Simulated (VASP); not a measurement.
Runs of VASP 6.6.1 on TiTe2. The structure is that of space group P-3m1 (No. 164), or close to it. The cells are those of the table. 

```tsv
task	level	spin	U	cell	k mesh	cutoff (eV)	grid for exact exchange (PRECFOCK)	share of exact exchange	gap on the mesh (eV)	pressure (GPa)	largest force (eV/Å)
single point	r2SCAN50	off	-	a = 3.777, b = 3.777, c = 6.498 Å, angles 90.0, 90.0, 120.0°, 3 atoms	4 × 4 × 2	520	Normal	-	none	(d)	0.70
single point	PBE	off	-	a = 3.700, b = 3.700, c = 6.365 Å, angles 90.0, 90.0, 120.0°, 3 atoms	8 × 8 × 4	520	-	-	none	5.5	0.59
single point	PBE	off	-	a = 3.777, b = 3.761, c = 6.498 Å, angles 90.0, 90.0, 119.6°, 3 atoms	7 × 7 × 4	520	-	-	none	0.9	0.02
single point	PBE	off	-	a = 3.726, b = 3.726, c = 6.410 Å, angles 90.0, 90.0, 120.0°, 3 atoms	8 × 8 × 4	520	-	-	none	3.8	0.39
single point	PBE	off	-	a = 3.802, b = 3.802, c = 6.541 Å, angles 90.0, 90.0, 120.0°, 3 atoms	8 × 8 × 4	520	-	-	none	(b)	0.14
single point	PBEsol+U	off	Ti d U = 3.0 eV	a = 3.777, b = 3.777, c = 6.498 Å, angles 90.0, 90.0, 120.0°, 3 atoms	8 × 8 × 4	520	-	-	none	-0.3	0.01
single point	revPBE	off	-	a = 3.794, b = 3.794, c = 9.816 Å, angles 90.0, 90.0, 120.0°, 3 atoms	8 × 8 × 4	520	-	-	none	(c)	0.01
relaxation of cell and atoms	PBE	off	-	relaxed to 10 GPa from a = 3.777, b = 3.777, c = 6.498 Å, angles 90.0, 90.0, 120.0°, 3 atoms	8 × 8 × 4	600	-	-	none	10.0	0.01
single point	PBE	non-collinear, zero start, SOC	-	a = 3.777, b = 3.777, c = 6.498 Å, angles 90.0, 90.0, 120.0°, 3 atoms	8 × 8 × 4	520	-	-	-	1.0	0.03
single point	PBEsol	off	-	a = 3.407, b = 3.407, c = 5.934 Å, angles 90.0, 90.0, 120.0°, 3 atoms	8 × 8 × 4	520	-	-	none	20.0	0.01
single point	r2SCAN-based global hybrid	off	-	a = 3.777, b = 3.777, c = 6.498 Å, angles 90.0, 90.0, 120.0°, 3 atoms	5 × 5 × 3	520	Normal	0.15	none	0.1	0.35
single point	PBEsol+U	off	Ti d U = 6.0 eV	a = 3.777, b = 3.777, c = 6.498 Å, angles 90.0, 90.0, 120.0°, 3 atoms	8 × 8 × 4	520	-	-	none	(a)	0.14
```

Alike in all rows: potentials or basis VASP PAW PBE potentials, release 64 (Te, Ti_sv); smearing fermi-dirac 0.05 eV.

**Question.** Fill in the values left out.

**Answer.** (a) 1.8; (b) -0.4; (c) 0.0; (d) -2.0.

Caveats: some runs use coarse meshes; spin-orbit coupling is left out, which moves the levels of the heavy elements (some runs); this functional lacks dispersion, which binds the layers, so the pressure and a relaxed spacing across them are unreliable (some runs); the PAW data sets were made with another functional, which shifts forces and pressure a little (some runs); U without spin polarisation on a metal has little footing (some runs); the U is typed as a test and isn't derived for this compound (some runs); the cell is relaxed towards a set pressure, so the enthalpy falls and the energy may rise (some runs).

A k mesh can miss the band edges, and rows without SOC leave out spin-orbit coupling on Te.

A gap of «none» marks levels without a gap at the run's occupations.
